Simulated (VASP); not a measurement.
Wanted: the native input for a VASP 6.6.1 run.

* Task: single point
* Functional: PBE
* Potentials or basis: VASP PAW PBE potentials, release 64 (Ga_d, Sb)
* Cutoff: 500 eV
* k mesh: 4 × 4 × 4
* Occupations: gaussian, width 0.1 eV
* Spin: no spin polarisation
* Dipole correction: no
* Further INCAR settings: ALGO = Normal; EDIFF = 1e-06; NBANDS = 22

The structure of GaSb3 lies in POSCAR:

```
GaSb3
1.0
   -3.0225304876      3.0225304876      3.0225304876
    3.0225304876     -3.0225304876      3.0225304876
    3.0225304876      3.0225304876     -3.0225304876
Ga Sb
1 3
Direct
    0.0000000000      0.0000000000      0.0000000000
    0.0000000000      0.5000000000      0.5000000000
    0.5000000000      0.0000000000      0.5000000000
    0.5000000000      0.5000000000      0.0000000000
```

The cell was built from a structure type or drawn by symmetry, and may not be a known phase.

One way to write it, as run:

INCAR

```
SYSTEM = GaSb3
  PREC = Accurate
  ENCUT = 500
  EDIFF = 1E-6
  ISMEAR = 0
  SIGMA = 0.1
  LREAL = .False.
  LASPH = .True.
  NELM = 120
  ALGO = Normal
  ISIF = 2
  LWAVE = .False.
  LCHARG = .True.
  GGA = PE
  LELF = .True.
  LVHAR = .True.
  NBANDS = 22
  GGA_COMPAT = .False.
```

KPOINTS

```
Automatic mesh
0
Gamma
  4 4 4
  0 0 0
```

Potentials or basis: VASP PAW PBE potentials, release 64 (Ga_d, Sb).

The run is started by

```sh
$ cat potpaw_PBE.64/Ga_d/POTCAR potpaw_PBE.64/Sb/POTCAR > POTCAR
$ mpirun -np 1 vasp_std > vasp.out
```

It gave:

* Pressure: -0.5 GPa
* Band gap on the k mesh: zero (bands 14 and 15 overlap by 2.28 eV)

Caveat: the k points lie up to 0.37 Å⁻¹ apart, too coarse for converged energies and pressures of a metal; spin-orbit coupling is left out, which moves the levels of the heavy elements.

It took 25 s on 1 thread of AMD EPYC 7R43 64-Core Processor (Zen 3), on a shared host, peak memory 0.19 GiB.
